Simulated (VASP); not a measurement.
# SnPb3S4 (Cmmm) in VASP: relaxation of cell and atoms with PBE

Aim: the relaxation of cell and atoms of SnPb3S4 with PBE.

Everything below comes from runs of VASP 6.6.1. Logs are shortened: lines on timing, memory, paths and dates and some standing lists are left out, and cuts for length are marked.

### 1 The cell of the first run

The structure is orthorhombic, space group Cmmm (No. 65). The conventional cell has a = 8.444 Å, b = 11.943 Å, c = 4.223 Å, α = 90.00°, β = 90.00°, γ = 90.00°. Within 3.9 Å of Sn (site symmetry mmm) lie 6 S at 2.95 Å. Pb (site symmetry 2/m) has 6 S at 2.99 Å within 3.9 Å. Pb (site symmetry mmm) has 6 S at 3.02 Å within 4.0 Å. Within 3.9 Å of S (site symmetry 2mm) lie 2 Sn at 2.95 Å and 4 Pb at 2.99 to 3.02 Å. Within 3.9 Å of S (site symmetry m2m) lie 1 Sn at 2.95 Å and 5 Pb at 2.99 to 3.02 Å.

### 2 Relaxation of cell and atoms, PBE

INCAR

```
SYSTEM = SnPb3S4
PREC = Accurate
ENCUT = 500
EDIFF = 1E-7
ISMEAR = 0
SIGMA = 0.1
LREAL = .FALSE.
LASPH = .TRUE.
NELM = 120
ALGO = Normal
ISIF = 3
LWAVE = .FALSE.
LCHARG = .FALSE.
GGA = PE
IBRION = 2
NSW = 80
EDIFFG = -0.001
GGA_COMPAT = .FALSE.
NELMIN = 4
KPAR = 4
```

KPOINTS

```
Automatic mesh
0
G
  6 6 10
  0 0 0
```

POSCAR

```
SnPb3S4
1.0
    4.2222416596     -5.9714614823      0.0000000000
    4.2222416596      5.9714614823      0.0000000000
    0.0000000000      0.0000000000      4.2227604187
Sn Pb S
1 3 4
Direct
    0.5000000000      0.5000000000      0.5000000000
    0.0000000000      0.5000000000      0.0000000000
    0.5000000000      0.0000000000      0.0000000000
    0.0000000000      0.0000000000      0.5000000000
    0.2553445210      0.2553445210      0.0000000000
    0.7446554790      0.7446554790      0.0000000000
    0.2527165305      0.7472834695      0.5000000000
    0.7472834695      0.2527165305      0.5000000000
```

Potentials or basis: VASP PAW PBE potentials, release 64 (Sn_d, Pb_d, S).

The run is started by

```sh
$ cat potpaw_PBE.64/Sn_d/POTCAR potpaw_PBE.64/Pb_d/POTCAR potpaw_PBE.64/S/POTCAR > POTCAR
$ mpirun -np 4 vasp_std > vasp.out
```

OUTCAR:

```text
SYSTEM = SnPb3S4
   PREC = Accurate
   ENCUT = 500
   EDIFF = 1E-7
   ISMEAR = 0
   LREAL = .FALSE.
   LASPH = .TRUE.
   NELM = 120
   ISIF = 3
   GGA = PE
   IBRION = 2
   NSW = 80
   EDIFFG = -0.001
   NELMIN = 4

 ion  position               nearest neighbor table
   1  0.500  0.500  0.500-   7 2.95   8 2.95   5 2.95   6 2.95   5 2.95   6 2.95
   2  0.000  0.500  0.000-   7 2.99   8 2.99   7 2.99   8 2.99   5 2.99   6 2.99
   3  0.500  0.000  0.000-   7 2.99   8 2.99   7 2.99   8 2.99   5 2.99   6 2.99
   4  0.000  0.000  0.500-   5 3.02   6 3.02   5 3.02   6 3.02   7 3.02   8 3.02
   5  0.255  0.255  0.000-   1 2.95   1 2.95   3 2.99   2 2.99   4 3.02   4 3.02
   6  0.745  0.745  0.000-   1 2.95   1 2.95   3 2.99   2 2.99   4 3.02   4 3.02
   7  0.253  0.747  0.500-   1 2.95   2 2.99   3 2.99   2 2.99   3 2.99   4 3.02
   8  0.747  0.253  0.500-   1 2.95   2 2.99   3 2.99   2 2.99   3 2.99   4 3.02

  LATTYP: Found a base centered orthorhombic cell.
 ALAT       =     8.4444833192
 B/A-ratio  =     1.4142869982
 C/A-ratio  =     0.5000614317

  Lattice vectors:

 A1 = (   4.2222416596,  -5.9714614823,   0.0000000000)
 A2 = (   4.2222416596,   5.9714614823,   0.0000000000)
 A3 = (   0.0000000000,   0.0000000000,   4.2227604187)

Analysis of symmetry for initial positions (statically):
=====================================================================
 Subroutine PRICEL returns:
 Original cell was already a primitive cell.

 Routine SETGRP: Setting up the symmetry group for a
 base centered orthorhombic supercell.

 Subroutine GETGRP returns: Found  8 space group operations
 (whereof  8 operations were pure point group operations)
 out of a pool of  8 trial point group operations.

The static configuration has the point symmetry D_2h.

Analysis of symmetry for dynamics (positions and initial velocities):
=====================================================================
 Subroutine PRICEL returns:
 Original cell was already a primitive cell.

 Routine SETGRP: Setting up the symmetry group for a
 base centered orthorhombic supercell.

 Subroutine GETGRP returns: Found  8 space group operations
 (whereof  8 operations were pure point group operations)
 out of a pool of  8 trial point group operations.

The dynamic configuration has the point symmetry D_2h.

 Subroutine INISYM returns: Found  8 space group operations
 (whereof  8 operations are pure point group operations),
 and found     1 'primitive' translations

----------------------------------------------------------------------------------------

                                     Primitive cell

  volume of cell :     212.9365

  direct lattice vectors                    reciprocal lattice vectors
     4.222241660 -5.971461482  0.000000000     0.118420507 -0.083731596  0.000000000
     4.222241660  5.971461482  0.000000000     0.118420507  0.083731596  0.000000000
     0.000000000  0.000000000  4.222760419     0.000000000  0.000000000  0.236811919

  length of vectors
     7.313390244  7.313390244  4.222760419     0.145032399  0.145032399  0.236811919

  position of ions in fractional coordinates (direct lattice)
     0.500000000  0.500000000  0.500000000
     0.000000000  0.500000000  0.000000000
     0.500000000  0.000000000  0.000000000
     0.000000000  0.000000000  0.500000000
     0.255344521  0.255344521  0.000000000
     0.744655479  0.744655479  0.000000000
     0.252716531  0.747283469  0.500000000
     0.747283469  0.252716531  0.500000000

  ion indices of the primitive-cell ions
   primitive index   ion index
                 1           1
                 2           2
                 3           3
                 4           4
                 5           5
                 6           6
                 7           7
                 8           8

----------------------------------------------------------------------------------------

 KPOINTS: Automatic mesh

Automatic generation of k-mesh.
 Grid dimensions read from file:
 generate k-points for:    6    6   10

 Generating k-lattice:

  Cartesian coordinates                     Fractional coordinates (reciprocal lattice)
     0.019736751 -0.013955266  0.000000000     0.166666667  0.000000000  0.000000000
     0.019736751  0.013955266  0.000000000     0.000000000  0.166666667  0.000000000
     0.000000000  0.000000000  0.023681192     0.000000000  0.000000000  0.100000000

  Length of vectors
     0.024172066  0.024172066  0.023681192

  Shift w.r.t. Gamma in fractional coordinates (k-lattice)
     0.000000000  0.000000000  0.000000000

 Subroutine IBZKPT returns following result:
 ===========================================

 Found     78 irreducible k-points:

 Following reciprocal coordinates:
            Coordinates               Weight
  0.000000  0.000000  0.000000      1.000000
  0.166667  0.000000  0.000000      4.000000
  0.333333  0.000000  0.000000      4.000000
  0.500000  0.000000  0.000000      2.000000
  0.166667  0.166667  0.000000      2.000000
  0.333333  0.166667  0.000000      4.000000
[... 16 lines left out ...]
  0.333333  0.333333  0.100000      4.000000
  0.500000  0.333333  0.100000      8.000000
 [... further k-points ...]
   k-points           NKPTS =     78   k-points in BZ     NKDIM =     78   number of bands    NBANDS=     48
   number of dos      NEDOS =    301   number of ions     NIONS =      8
   total plane-waves  NPLWV =  93312
   dimension x,y,z NGX =    54 NGY =   54 NGZ =   32
   dimension x,y,z NGXF=   108 NGYF=  108 NGZF=   64
   ions per type =               1   3   4
   NGX,Y,Z   is equivalent  to a cutoff of  12.28, 12.28, 12.60 a.u.
   NGXF,Y,Z  is equivalent  to a cutoff of  24.55, 24.55, 25.20 a.u.
 SYSTEM =  SnPb3S4
   PREC   = accura    normal or accurate (medium, high low for compatibility)
   ISTART =      0    job   : 0-new  1-cont  2-samecut
   ICHARG =      2    charge: 1-file 2-atom 10-const
   ISPIN  =      1    spin polarized calculation?
   LNONCOLLINEAR =      F non collinear calculations
   LSORBIT =      F    spin-orbit coupling
   LASPH  =      T    aspherical Exc in radial PAW
   ENCUT  =  500.0 eV  36.75 Ry    6.06 a.u.  13.33 13.33  7.70*2*pi/ulx,y,z
   NELM   =    120;   NELMIN=  4; NELMDL= -5     # of ELM steps
   EDIFF  = 0.1E-06   stopping-criterion for ELM
   LREAL  =      F    real-space projection
   EDIFFG = -.1E-02   stopping-criterion for IOM
   NSW    =     80    number of steps for IOM
   IBRION =      2    ionic relax: 0-MD 1-quasi-New 2-CG
   NFREE  =      1    steps in history (QN), initial steepest desc. (CG)
   ISIF   =      3    stress and relaxation
   ISYM   =      2    0-nonsym 1-usesym 2-fastsym
   POTIM  = 0.5000    time-step for ionic-motion
   TEBEG  =    0.0;   TEEND  =   0.0 temperature during run
   PSTRESS=    0.0 pullay stress
   NELECT =      80.0000    total number of electrons
   NUPDOWN=      -1.0000    fix difference up-down
   EMIN   =  10.00;   EMAX   =-10.00  energy-range for DOS
   EFERMI =   0.00;   METHOD = LEGACY
   ISMEAR =     0;   SIGMA  =   0.10  broadening in eV -4-tet -1-fermi 0-gaus
   EFERMI_NEDOS =   21; number of points for ismear=-14 and -15
   IALGO  =     38    algorithm
   IMIX   =      4    mixing-type and parameters
     AMIX     =   0.40;   BMIX     =  1.00
     AMIX_MAG =   1.60;   BMIX_MAG =  1.00
  volume/ion in A,a.u.               =      26.62       179.62
  Fermi-wavevector in a.u.,A,eV,Ry     =   1.181285  2.232305 18.986043  1.395435
  Thomas-Fermi vector in A             =   2.317562
   LORBIT       =      0    0 simple, 1 ext, 2 COOP (PROOUT), +10 PAW based schemes
   GGA     = PE    functional components
   LHFCALC =     F    Hartree Fock is set to
   AEXX    =    0.0000 exact exchange contribution
   IVDW    =     0    specifies the selected vdW correction
   LEPSILON=     F    determine dielectric tensor
   LRPA    =     F    only Hartree local field effects (RPA)
 conjugate gradient relaxation of ions
 non-spin polarized calculation
 Gauss-broadening in eV      SIGMA  =   0.10
  energy-cutoff  :      500.00
  volume of cell :      212.94
 maximum number of plane-waves:      5435
 NGX is ok and might be reduce to    54
   NGX = 27   NGY = 27   NGZ = 15

--------------------------------------- Ionic step        1  -------------------------------------------

 number of electron      80.0000018 magnetization

 Free energy of the ion-electron system (eV)
  ---------------------------------------------------
  ext. energy  EPLUGINS =         0.00000000
  ---------------------------------------------------
  free energy    TOTEN  =       -35.05738236 eV

  energy without entropy =      -35.05662727  energy(sigma->0) =      -35.05700481

------------------------ aborting loop because EDIFF is reached ----------------------------------------

  FORCE on cell =-STRESS in cart. coord.  units (eV):
  Direction    XX          YY          ZZ          XY          YZ          ZX
  --------------------------------------------------------------------------------------
  -------------------------------------------------------------------------------------
  Total       -0.0869464     -0.0954735     -0.0953843     -0.0000000      0.0000000      0.0000000
  in kB       -0.6542024     -0.7183620     -0.7176910     -0.0000000      0.0000000      0.0000000
  external PRESSURE =      -0.6967518 kB  Pullay stress =       0.0000000 kB
[... 195 lines left out ...]
  energy  without entropy=      -35.0566763399  energy(sigma->0) =      -35.05706015

--------------------------------------- Ionic step        6  -------------------------------------------

 number of electron      80.0000018 magnetization

 Free energy of the ion-electron system (eV)
  ---------------------------------------------------
  ext. energy  EPLUGINS =         0.00000000
  ---------------------------------------------------
  free energy    TOTEN  =       -35.05744420 eV

  energy without entropy =      -35.05667630  energy(sigma->0) =      -35.05706025

 E-fermi :   5.8572     XC(G=0):  -9.5510

 val. band max:        5.8567639266   @ k =   0.5000   0.5000   0.5000
 cond. band min:       5.8959127401   @ k =   0.5000   0.5000   0.5000
 fundamental gap:      0.0391488136
 Fermi energy:         5.8572060108

 k-point     1 :       0.0000    0.0000    0.0000
  band No.  band energies     occupation
      1     -15.8533      2.00000
      2     -15.8495      2.00000
      3     -15.8474      2.00000
      4     -15.8431      2.00000
      5     -15.8421      2.00000
      6     -11.3812      2.00000
[... 1213 lines left out ...]
     47       9.2596      0.00000
     48       9.5345      0.00000

 [... further k-points ...]

------------------------ aborting loop because EDIFF is reached ----------------------------------------

  FORCE on cell =-STRESS in cart. coord.  units (eV):
  Direction    XX          YY          ZZ          XY          YZ          ZX
  --------------------------------------------------------------------------------------
  -------------------------------------------------------------------------------------
  Total       -0.0012419      0.0032208      0.0008714      0.0000000      0.0000000      0.0000000
  in kB       -0.0093567      0.0242665      0.0065653      0.0000000      0.0000000      0.0000000
  external PRESSURE =       0.0071584 kB  Pullay stress =       0.0000000 kB
[... 23 lines left out ...]
  FREE ENERGIE OF THE ION-ELECTRON SYSTEM (eV)
  ---------------------------------------------------
  free  energy   TOTEN  =       -35.0574442011 eV

  energy  without entropy=      -35.0566763009  energy(sigma->0) =      -35.05706025

 reached required accuracy - stopping structural energy minimisation
```

It took 7.3 min on 4 MPI ranks of AMD EPYC 9R45 (Zen 5), shared host; peak memory 0.74 GiB.

What came out:

| Property | Result |
| --- | --- |
| Free energy | -35.0574 eV |
| Relaxed volume | 26.58 Å³/atom |
| Relaxed cell | a = 7.310 Å, b = 7.310 Å, c = 4.221 Å, α = 90.00°, β = 90.00°, γ = 109.47° |
| Space group after relaxing (to 0.1 Å) | Cmmm (No. 65) |
| Energy gained by relaxing | 0.0 meV/atom |
| Ionic steps | 6 |
| Pressure after relaxing | 0.0 GPa |
| Band gap on the k mesh | 0.04 eV |

Final structure:
```
Sn Pb S
1.0
     4.22083   -5.96858    0.00000
     4.22083    5.96858    0.00000
     0.00000    0.00000    4.22053
Sn Pb S
1 3 4
Direct
  0.50000 0.50000 0.50000
  0.00000 0.50000 0.00000
  0.50000 0.00000 0.00000
  0.00000 0.00000 0.50000
  0.25534 0.25534 0.00000
  0.74466 0.74466 0.00000
  0.25274 0.74726 0.50000
  0.74726 0.25274 0.50000
```

Levels at points of the mesh, in eV from the valence-band top:
| k point | band 36 | band 37 | band 38 | band 39 | band 40 | band 41 | band 42 | band 43 | band 44 | band 45 |
| --- | --- | --- | --- | --- | --- | --- | --- | --- | --- | --- |
| (0.00, 0.00, 0.00) | -2.12 | -2.04 | -2.03 | -0.37 | -0.02 | 0.04 | 0.07 | 1.53 | 1.58 | 1.64 |
| (0.50, 0.00, 0.00) | -2.26 | -2.26 | -2.25 | -1.44 | -1.33 | 1.90 | 2.17 | 2.46 | 2.48 | 2.73 |
| (0.50, 0.50, 0.00) | -2.14 | -2.00 | -1.97 | -1.12 | -0.84 | 1.04 | 1.14 | 1.97 | 1.97 | 2.11 |
| (0.00, 0.00, 0.50) | -2.15 | -1.42 | -1.32 | -1.12 | -0.72 | 1.03 | 1.15 | 1.71 | 1.89 | 1.97 |
| (0.50, 0.00, 0.50) | -2.98 | -2.60 | -2.56 | -2.43 | -2.05 | 2.39 | 2.48 | 2.52 | 2.53 | 3.33 |
| (0.50, 0.50, 0.50) | -2.11 | -2.04 | -2.03 | -0.38 | 0.00 | 0.04 | 0.07 | 1.53 | 1.58 | 1.64 |

Caveat: spin-orbit coupling is left out, which moves the levels of the heavy elements.
